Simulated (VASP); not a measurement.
Wanted: the native input for a VASP 6.6.1 run.

| Item | Value |
| --- | --- |
| Task | single point |
| Functional | PBE |
| Potentials or basis | VASP PAW PBE potentials, release 64 (Cu, I) |
| Cutoff | 520 eV |
| k mesh | 6 × 6 × 4 |
| Occupations | fermi-dirac, width 0.02 eV |
| Spin | no spin polarisation |
| Dipole correction | no |
| Further INCAR settings | ALGO = Normal; EDIFF = 1e-06; NBANDS = 26 |

The structure of CuI lies in POSCAR:

```
CuI
1.0
    4.4451082540      0.0000000000      0.0000000000
   -2.2225541270      3.8495766705      0.0000000000
    0.0000000000      0.0000000000      7.3691268456
Cu I
2 2
Direct
    0.3333333333      0.6666666667      0.2500000000
    0.6666666667      0.3333333333      0.7500000000
    0.6666666667      0.3333333333      0.2500000000
    0.3333333333      0.6666666667      0.7500000000
```

This cell differs from its parent crystal: strain +1.6%.

These files were run (other wordings do the same):

INCAR

```
SYSTEM = CuI
  PREC = Accurate
  ENCUT = 520
  EDIFF = 1E-6
  ISMEAR = -1
  SIGMA = 0.02
  LREAL = .False.
  LASPH = .True.
  NELM = 60
  ALGO = Normal
  ISIF = 2
  LWAVE = .False.
  LCHARG = .False.
  GGA = PE
  NBANDS = 26
```

KPOINTS

```
regular mesh
0
Gamma
  6 6 4
  0 0 0
```

Potentials or basis: VASP PAW PBE potentials, release 64 (Cu, I).

Launch:

```console
$ cat potpaw_PBE.64/Cu/POTCAR potpaw_PBE.64/I/POTCAR > POTCAR
$ mpirun -np 1 vasp_std > vasp.out
```

It gave:

```json
{
 "Pressure": "-0.6 GPa",
 "Band gap on the k mesh": "1.10 eV, direct"
}
```

Caveat: the cell differs from its parent crystal (strain +1.6%); spin-orbit coupling is left out, which moves the levels of the heavy elements.

It took 36 s on 1 thread of Intel(R) Xeon(R) 6975P-C (Granite Rapids), on a shared host, peak memory 0.27 GiB.
